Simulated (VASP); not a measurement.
WSe2: single point with PBE

Crystal: WSe2.

```
CELL_PARAMETERS angstrom
3.32099 0.00000 0.00000
-1.66049 2.87606 0.00000
0.00000 0.00000 15.04384
ATOMIC_POSITIONS crystal
W 0.66667 0.33333 0.75000
W 0.33333 0.66667 0.25000
Se 0.33333 0.66667 0.86154
Se 0.66667 0.33333 0.36154
Se 0.33333 0.66667 0.63846
Se 0.66667 0.33333 0.13846
```

```
Program             : VASP 6.6.1
Task                : single point
Functional          : PBE
Potentials or basis : VASP PAW PBE potentials, release 64 (W_sv, Se)
Cutoff              : 500 eV
k mesh              : 12 × 12 × 2
Occupations         : gaussian, width 0.02 eV
Spin                : no spin polarisation
```

- Pressure: 0.3 GPa
- Largest force: 0.045 eV/Å
- Band gap on the k mesh: 1.46 eV (least direct gap 1.52 eV)

Forces in eV/Å, atoms in the order of the input:
```
W    0.000  0.000  0.000
W    0.000  0.000  0.000
Se   0.000  0.000  0.045
Se   0.000  0.000  0.045
Se   0.000  0.000 -0.045
Se   0.000  0.000 -0.045
```

Stress tensor (GPa, compression positive):
```
0.21 0.00 0.00
0.00 0.21 0.00
0.00 0.00 0.35
```

Levels at points of the mesh, in eV from the valence-band top:
| k point | band 22 | band 23 | band 24 | band 25 | band 26 | band 27 | band 28 | band 29 | band 30 | band 31 |
| --- | --- | --- | --- | --- | --- | --- | --- | --- | --- | --- |
| (0.00, 0.00, 0.00) | -1.26 | -1.26 | -1.26 | -0.57 | -0.08 | 2.87 | 2.87 | 2.88 | 2.88 | 3.03 |
| (0.50, 0.00, 0.00) | -2.14 | -1.02 | -1.00 | -0.99 | -0.96 | 2.32 | 2.32 | 2.63 | 2.74 | 3.42 |
| (0.00, 0.00, 0.50) | -1.26 | -1.26 | -1.26 | -0.26 | -0.26 | 2.87 | 2.87 | 2.87 | 2.87 | 3.04 |
| (0.50, 0.00, 0.50) | -2.15 | -1.01 | -1.01 | -0.97 | -0.97 | 2.32 | 2.32 | 2.69 | 2.69 | 3.62 |

Wall time 3.8 min on 1 thread of Intel(R) Xeon(R) Platinum 8259CL CPU @ 2.50GHz (Skylake/Cascade Lake), with other jobs on the host, peak memory 0.33 GiB.

Caveat: spin-orbit coupling is left out, which moves the levels of the heavy elements; this functional lacks dispersion, which binds layers or chains, so the pressure and a relaxed spacing across them are unreliable. A k mesh can miss the band edges.
